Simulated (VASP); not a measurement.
# Ge (Fd-3m) in VASP: further runs

Runs on Ge. Level: PBEsol. Tasks: vibrations by perturbation theory.

Program: VASP 6.6.1. These are calculated values, not measurements. Logs are shortened: lines on timing, memory, paths and dates and some standing lists are left out, and cuts for length are marked.

### 1 The cell of the first run

Symmetry: Fd-3m, No. 227, cubic system. The conventional cell has a = 5.639 Å, b = 5.639 Å, c = 5.639 Å, α = 90.00°, β = 90.00°, γ = 90.00°. Ge (site symmetry -43m) has 4 Ge at 2.44 Å within 3.2 Å.

### 2 Vibrations by perturbation theory, PBEsol (22.42 Å³/atom)

INCAR reads:

```
PREC = Accurate ; ENCUT = 520
EDIFF = 1E-8 ; ISMEAR = -1
SIGMA = 0.15 ; LREAL = False
LASPH = True ; NELM = 80
ALGO = Normal ; ISIF = 2
LWAVE = False ; LCHARG = True
GGA = PS ; NBANDS = 21
IBRION = 8 ; NSW = 1
```

KPOINTS reads:

```
Automatic mesh
0
Gamma
  14 14 14
```

POSCAR reads:

```
Ge
1.0
    0.0000000000      2.8196893398      2.8196893398
    2.8196893398      0.0000000000      2.8196893398
    2.8196893398      2.8196893398      0.0000000000
Ge
2
Direct
    0.5000000000      0.5000000000      0.5000000000
    0.7500000000      0.7500000000      0.7500000000
```

Potentials or basis: VASP PAW PBE potentials, release 64 (Ge_d).

Command:

```
$ cat potpaw_PBE.64/Ge_d/POTCAR > POTCAR
$ mpirun -np 1 vasp_std > vasp.out
```

OUTCAR:

```text
PREC = Accurate
   ENCUT = 520
   EDIFF = 1E-8
   ISMEAR = -1
   LREAL = False
   LASPH = True
   NELM = 80
   ISIF = 2
   GGA = PS
   IBRION = 8
   NSW = 1

 ion  position               nearest neighbor table
   1  0.500  0.500  0.500-   2 2.44   2 2.44   2 2.44   2 2.44
   2  0.750  0.750  0.750-   1 2.44   1 2.44   1 2.44   1 2.44

  LATTYP: Found a face centered cubic cell.
 ALAT       =     5.6393786796

  Lattice vectors:

 A1 = (   0.0000000000,   2.8196893398,   2.8196893398)
 A2 = (   2.8196893398,   0.0000000000,   2.8196893398)
 A3 = (   2.8196893398,   2.8196893398,   0.0000000000)

Analysis of symmetry for initial positions (statically):
=====================================================================
 Subroutine PRICEL returns:
 Original cell was already a primitive cell.

 Routine SETGRP: Setting up the symmetry group for a
 face centered cubic supercell.

 Subroutine GETGRP returns: Found 48 space group operations
 (whereof 24 operations were pure point group operations)
 out of a pool of 48 trial point group operations.

The static configuration has the point symmetry T_d .
 The point group associated with its full space group is O_h .

Analysis of symmetry for dynamics (positions and initial velocities):
=====================================================================
 Subroutine PRICEL returns:
 Original cell was already a primitive cell.

 Routine SETGRP: Setting up the symmetry group for a
 face centered cubic supercell.

 Subroutine GETGRP returns: Found 48 space group operations
 (whereof 24 operations were pure point group operations)
 out of a pool of 48 trial point group operations.

The dynamic configuration has the point symmetry T_d .
 The point group associated with its full space group is O_h .

 Subroutine INISYM returns: Found 48 space group operations
 (whereof 24 operations are pure point group operations),
 and found     1 'primitive' translations

----------------------------------------------------------------------------------------

                                     Primitive cell

  volume of cell :      44.8367

  direct lattice vectors                    reciprocal lattice vectors
     0.000000000  2.819689340  2.819689340    -0.177324499  0.177324499  0.177324499
     2.819689340  0.000000000  2.819689340     0.177324499 -0.177324499  0.177324499
     2.819689340  2.819689340  0.000000000     0.177324499  0.177324499 -0.177324499

  length of vectors
     3.987642906  3.987642906  3.987642906     0.307135042  0.307135042  0.307135042

  position of ions in fractional coordinates (direct lattice)
     0.500000000  0.500000000  0.500000000
     0.750000000  0.750000000  0.750000000

  ion indices of the primitive-cell ions
   primitive index   ion index
                 1           1
                 2           2

----------------------------------------------------------------------------------------

 KPOINTS: Automatic mesh

Automatic generation of k-mesh.
 Grid dimensions read from file:
 generate k-points for:   14   14   14

 Generating k-lattice:

  Cartesian coordinates                     Fractional coordinates (reciprocal lattice)
    -0.012666036  0.012666036  0.012666036     0.071428571  0.000000000  0.000000000
     0.012666036 -0.012666036  0.012666036     0.000000000  0.071428571  0.000000000
     0.012666036  0.012666036 -0.012666036     0.000000000  0.000000000  0.071428571

  Length of vectors
     0.021938217  0.021938217  0.021938217

  Shift w.r.t. Gamma in fractional coordinates (k-lattice)
     0.000000000  0.000000000  0.000000000

[... 65 lines left out ...]
   ISMEAR =    -1;   SIGMA  =   0.15  broadening in eV -4-tet -1-fermi 0-gaus
   EFERMI_NEDOS =   21; number of points for ismear=-14 and -15
   IALGO  =     38    algorithm
   IMIX   =      4    mixing-type and parameters
     AMIX     =   0.40;   BMIX     =  1.00
     AMIX_MAG =   1.60;   BMIX_MAG =  1.00
  volume/ion in A,a.u.               =      22.42       151.29
  Fermi-wavevector in a.u.,A,eV,Ry     =   1.399317  2.644327 26.641422  1.958089
  Thomas-Fermi vector in A             =   2.522389
   LORBIT       =      0    0 simple, 1 ext, 2 COOP (PROOUT), +10 PAW based schemes
   GGA     = PS    functional components
   LHFCALC =     F    Hartree Fock is set to
   AEXX    =    0.0000 exact exchange contribution
   IVDW    =     0    specifies the selected vdW correction
   LEPSILON=     F    determine dielectric tensor
   LRPA    =     F    only Hartree local field effects (RPA)
 non-spin polarized calculation
  energy-cutoff  :      520.00
  volume of cell :       44.84
 maximum number of plane-waves:      1243
 NGX is ok and might be reduce to    30
   NGX = 15   NGY = 15   NGZ = 15

--------------------------------------- Ionic step        1  -------------------------------------------

 number of electron      28.0000029 magnetization

 Free energy of the ion-electron system (eV)
  ---------------------------------------------------
  ext. energy  EPLUGINS =         0.00000000
  ---------------------------------------------------
  free energy    TOTEN  =        -9.87358453 eV

  energy without entropy =       -9.86629020  energy(sigma->0) =       -9.86993736

 E-fermi :   5.0412     XC(G=0): -10.1766

 val. band max:        5.0374922017   @ k =   0.0000   0.0000   0.0000
 cond. band min:       5.1079663351   @ k =   0.5000   0.0000   0.0000
 fundamental gap:      0.0704741334
 Fermi energy:         5.0411826185

 k-point     1 :       0.0000    0.0000    0.0000
  band No.  band energies     occupation
      1     -19.8226      2.00000
      2     -19.8226      2.00000
      3     -19.8226      2.00000
      4     -19.7852      2.00000
      5     -19.7852      2.00000
      6     -19.5677      2.00000
[... 565 lines left out ...]
     20      14.1803      0.00000
     21      14.7496      0.00000

 [... further k-points ...]

------------------------ aborting loop because EDIFF is reached ----------------------------------------

  FORCE on cell =-STRESS in cart. coord.  units (eV):
  Direction    XX          YY          ZZ          XY          YZ          ZX
  --------------------------------------------------------------------------------------
  -------------------------------------------------------------------------------------
  Total        0.3708208      0.3708208      0.3708208      0.0000000      0.0000000     -0.0000000
  in kB       13.2507625     13.2507625     13.2507625      0.0000000      0.0000000     -0.0000000
  external PRESSURE =      13.2507625 kB  Pullay stress =       0.0000000 kB

 VOLUME and BASIS-vectors are now :
 -----------------------------------------------------------------------------
  energy-cutoff  :      520.00
  volume of cell :       44.84
      direct lattice vectors                 reciprocal lattice vectors
     0.000000000  2.819689340  2.819689340    -0.177324499  0.177324499  0.177324499
     2.819689340  0.000000000  2.819689340     0.177324499 -0.177324499  0.177324499
     2.819689340  2.819689340  0.000000000     0.177324499  0.177324499 -0.177324499

 POSITION                                       TOTAL-FORCE (eV/Angst)
 -----------------------------------------------------------------------------------
      2.81969      2.81969      2.81969         0.000000      0.000000      0.000000
      4.22953      4.22953      4.22953        -0.000000     -0.000000     -0.000000
 -----------------------------------------------------------------------------------
    total drift:                                0.000000     -0.000000     -0.000000

  FREE ENERGIE OF THE ION-ELECTRON SYSTEM (eV)
  ---------------------------------------------------
  free  energy   TOTEN  =        -9.8735845273 eV

  energy  without entropy=       -9.8662901999  energy(sigma->0) =       -9.86993736

[... ionic steps 2 to 3 ...]

--------------------------------------- Ionic step        4  -------------------------------------------

 Free energy of the ion-electron system (eV)
  ---------------------------------------------------
  ---------------------------------------------------
  free energy    TOTEN  =        -0.19375250 eV

  energy without entropy =       -0.19375250

------------------------ aborting loop because EDIFF is reached ----------------------------------------

 INTERNAL STRAIN TENSOR  FOR ION    1  DIRECTION 1   (eV/Angst):
 -----------------------------------------------------------------------------
    -0.00535  0.00000  0.00000
     0.00000  0.00342  8.73334
     0.00000  8.73334  0.00342

 INTERNAL STRAIN TENSOR FOR ION    2 for displacements in x,y,z  (eV/Angst):
          X           Y           Z          XY          YZ          ZX
  --------------------------------------------------------------------------------
  x     0.00000     0.00000     0.00000     0.00000    -8.73334     0.00000
  y     0.00000    -0.00000     0.00000     0.00000     0.00000    -8.73334
  z     0.00000     0.00000     0.00000    -8.73334     0.00000     0.00000

 SECOND DERIVATIVES (NOT SYMMETRIZED)
 ------------------------------------
               1X          1Y          1Z          2X          2Y          2Z
  1X   -11.167785    0.000000    0.000000   11.167785    0.000000    0.000000
  1Y     0.000000  -11.167785    0.000000    0.000000   11.167785    0.000000
  1Z     0.000000    0.000000  -11.167785    0.000000    0.000000   11.167785
  2X    11.167785    0.000000    0.000000  -11.167785    0.000000    0.000000
  2Y     0.000000   11.167785    0.000000    0.000000  -11.167785    0.000000
  2Z     0.000000    0.000000   11.167785    0.000000    0.000000  -11.167785

 Eigenvectors and eigenvalues of the dynamical matrix
 ----------------------------------------------------

   1 f  =    8.670637 THz    54.479221 2PiTHz  289.221329 cm-1    35.858859 meV
             X         Y         Z           dx          dy          dz
      2.819689  2.819689  2.819689     0.000000   -0.707107    0.000000
      4.229534  4.229534  4.229534     0.000000    0.707107    0.000000
[... 21 lines left out ...]
   6 f  =    0.000000 THz     0.000000 2PiTHz    0.000000 cm-1     0.000000 meV
             X         Y         Z           dx          dy          dz
      2.819689  2.819689  2.819689     0.000000    0.000000    0.707107
      4.229534  4.229534  4.229534     0.000000    0.000000    0.707107

--------------------------------------------------------------------------------------------------------

 ELASTIC MODULI CONTR FROM IONIC RELAXATION (kBar)
 Direction    XX          YY          ZZ          XY          YZ          ZX
 --------------------------------------------------------------------------------
 XX          -0.0000      0.0000      0.0000      0.0000      0.0000      0.0000
 YY           0.0000     -0.0000      0.0000      0.0000      0.0000     -0.0000
 ZZ           0.0000      0.0000     -0.0000      0.0000      0.0000      0.0000
 XY           0.0000      0.0000      0.0000   -244.0451      0.0000      0.0000
 YZ           0.0000      0.0000      0.0000      0.0000   -244.0451      0.0000
 ZX           0.0000     -0.0000      0.0000      0.0000      0.0000   -244.0451
 --------------------------------------------------------------------------------
```

It took 10 min on 1 thread of Intel Xeon 8259CL, shared host; peak memory 0.79 GiB.

What came out:

| Item | Value |
| --- | --- |
| Highest phonon frequency at Γ | 289 cm⁻¹ |

Phonon frequencies in cm⁻¹ (negative: imaginary):
| q point | frequencies |
| --- | --- |
| (0.000, 0.000, 0.000) | 0 0 0 289 289 289 |

Caveat: the cell stands under pressure or tension, which shifts response properties; the PAW data sets were made with another functional, which shifts forces and pressure a little.

### 3 Vibrations by perturbation theory, PBEsol

This run uses another cell than the first one, of 22.88 Å³/atom.

INCAR reads:

```
SYSTEM = Ge
ALGO = Normal ; EDIFF = 1E-8
ENCUT = 520 ; GGA = PS
IBRION = 8 ; ISIF = 2
ISMEAR = -1 ; LASPH = .TRUE.
LCHARG = .TRUE. ; LREAL = .FALSE.
LWAVE = .FALSE. ; NBANDS = 21
NELM = 100 ; NSW = 1
PREC = Accurate ; SIGMA = 0.15
```

KPOINTS reads:

```
k-points
0
G
  14 14 14
  0 0 0
```

POSCAR reads:

```
Ge
1.0
    0.0000000000      2.8387418727      2.8387418727
    2.8387418727      0.0000000000      2.8387418727
    2.8387418727      2.8387418727      0.0000000000
Ge
2
Direct
    0.5000000000      0.5000000000      0.5000000000
    0.7500000000      0.7500000000      0.7500000000
```

Potentials or basis: VASP PAW PBE potentials, release 64 (Ge_d).

Command:

```
$ cat potpaw_PBE.64/Ge_d/POTCAR > POTCAR
$ mpirun -np 1 vasp_std > vasp.out
```

OUTCAR:

```text
SYSTEM = Ge
   EDIFF = 1E-8
   ENCUT = 520
   GGA = PS
   IBRION = 8
   ISIF = 2
   ISMEAR = -1
   LASPH = .TRUE.
   LREAL = .FALSE.
   NELM = 100
   NSW = 1
   PREC = Accurate

 ion  position               nearest neighbor table
   1  0.500  0.500  0.500-   2 2.46   2 2.46   2 2.46   2 2.46
   2  0.750  0.750  0.750-   1 2.46   1 2.46   1 2.46   1 2.46

  LATTYP: Found a face centered cubic cell.
 ALAT       =     5.6774837454

  Lattice vectors:

 A1 = (   0.0000000000,   2.8387418727,   2.8387418727)
 A2 = (   2.8387418727,   0.0000000000,   2.8387418727)
 A3 = (   2.8387418727,   2.8387418727,   0.0000000000)

Analysis of symmetry for initial positions (statically):
=====================================================================
 Subroutine PRICEL returns:
 Original cell was already a primitive cell.

 Routine SETGRP: Setting up the symmetry group for a
 face centered cubic supercell.

 Subroutine GETGRP returns: Found 48 space group operations
 (whereof 24 operations were pure point group operations)
 out of a pool of 48 trial point group operations.

The static configuration has the point symmetry T_d .
 The point group associated with its full space group is O_h .

Analysis of symmetry for dynamics (positions and initial velocities):
=====================================================================
 Subroutine PRICEL returns:
 Original cell was already a primitive cell.

 Routine SETGRP: Setting up the symmetry group for a
 face centered cubic supercell.

[... 758 lines left out ...]

 POSITION                                       TOTAL-FORCE (eV/Angst)
 -----------------------------------------------------------------------------------
      2.83874      2.83874      2.83874        -0.000000     -0.000000     -0.000000
      4.25811      4.25811      4.25811         0.000000      0.000000      0.000000
 -----------------------------------------------------------------------------------
    total drift:                                0.000000     -0.000000     -0.000000

  FREE ENERGIE OF THE ION-ELECTRON SYSTEM (eV)
  ---------------------------------------------------
  free  energy   TOTEN  =        -9.8773181808 eV

  energy  without entropy=       -9.8695642264  energy(sigma->0) =       -9.87344120

[... ionic steps 2 to 3 ...]

--------------------------------------- Ionic step        4  -------------------------------------------

 Free energy of the ion-electron system (eV)
  ---------------------------------------------------
  ---------------------------------------------------
  free energy    TOTEN  =        -0.19381461 eV

  energy without entropy =       -0.19381461

------------------------ aborting loop because EDIFF is reached ----------------------------------------

 INTERNAL STRAIN TENSOR  FOR ION    1  DIRECTION 1   (eV/Angst):
 -----------------------------------------------------------------------------
    -0.00488  0.00000  0.00000
     0.00000  0.00316  8.02589
     0.00000  8.02589  0.00316

 INTERNAL STRAIN TENSOR FOR ION    2 for displacements in x,y,z  (eV/Angst):
          X           Y           Z          XY          YZ          ZX
  --------------------------------------------------------------------------------
  x     0.00000     0.00000     0.00000     0.00000    -8.02589     0.00000
  y     0.00000    -0.00000     0.00000     0.00000     0.00000    -8.02589
  z     0.00000     0.00000     0.00000    -8.02589     0.00000     0.00000

 SECOND DERIVATIVES (NOT SYMMETRIZED)
 ------------------------------------
               1X          1Y          1Z          2X          2Y          2Z
  1X   -10.600695    0.000000    0.000000   10.600695    0.000000    0.000000
  1Y     0.000000  -10.600695    0.000000    0.000000   10.600695    0.000000
  1Z     0.000000    0.000000  -10.600695    0.000000    0.000000   10.600695
  2X    10.600695    0.000000    0.000000  -10.600695    0.000000    0.000000
  2Y     0.000000   10.600695    0.000000    0.000000  -10.600695    0.000000
  2Z     0.000000    0.000000   10.600695    0.000000    0.000000  -10.600695

 Eigenvectors and eigenvalues of the dynamical matrix
 ----------------------------------------------------

   1 f  =    8.447626 THz    53.078000 2PiTHz  281.782476 cm-1    34.936559 meV
             X         Y         Z           dx          dy          dz
      2.838742  2.838742  2.838742     0.000000   -0.707107    0.000000
      4.258113  4.258113  4.258113     0.000000    0.707107    0.000000
[... 21 lines left out ...]
   6 f  =    0.000000 THz     0.000000 2PiTHz    0.000000 cm-1     0.000000 meV
             X         Y         Z           dx          dy          dz
      2.838742  2.838742  2.838742     0.000000    0.000000    0.707107
      4.258113  4.258113  4.258113     0.000000    0.000000    0.707107

--------------------------------------------------------------------------------------------------------

 ELASTIC MODULI CONTR FROM IONIC RELAXATION (kBar)
 Direction    XX          YY          ZZ          XY          YZ          ZX
 --------------------------------------------------------------------------------
 XX          -0.0000      0.0000      0.0000      0.0000      0.0000      0.0000
 YY           0.0000     -0.0000      0.0000      0.0000      0.0000     -0.0000
 ZZ           0.0000      0.0000     -0.0000      0.0000      0.0000      0.0000
 XY           0.0000      0.0000      0.0000   -212.7918      0.0000      0.0000
 YZ           0.0000      0.0000      0.0000      0.0000   -212.7918      0.0000
 ZX           0.0000     -0.0000      0.0000      0.0000      0.0000   -212.7918
 --------------------------------------------------------------------------------
```

stdout:

```text
POSCAR found type information on POSCAR Ge
 POSCAR found :  1 types and       2 ions
 scaLAPACK will be used
 -----------------------------------------------------------------------------
|                                                                             |
|                                                                             |
|     You enforced a specific xc type in the INCAR file but a different       |
|     I HOPE YOU KNOW WHAT YOU ARE DOING!                                     |
|                                                                             |
 -----------------------------------------------------------------------------

 LDA part: xc-table for (Slater+PW92), standard interpolation
 POSCAR, INCAR and KPOINTS ok, starting setup
 FFT: planning ... GRIDC
 FFT: planning ... GRID_SOFT
 FFT: planning ... GRID
 WAVECAR not read
 entering main loop
 Linear response reoptimize wavefunctions to high precision
 Linear response DOF=           1
 Linear response progress:
 first order change of Fermi-energy   0.95036E-04
 force on displaced ion       1 direction 1 : -10.601   0.000   0.000
 Linear response finished
```

Run time: 9.6 min. Hardware: 1 thread of Intel Xeon 8259CL, shared host; peak memory 0.79 GiB.

Results:

```
Highest phonon frequency at Γ : 282 cm⁻¹
```

Phonon frequencies in cm⁻¹ (negative: imaginary):
```csv
q point,frequencies
"(0.000, 0.000, 0.000)",0 0 0 282 282 282
```

Caveat: the PAW data sets were made with another functional, which shifts forces and pressure a little.

(Part 1 of 2 ends here.)
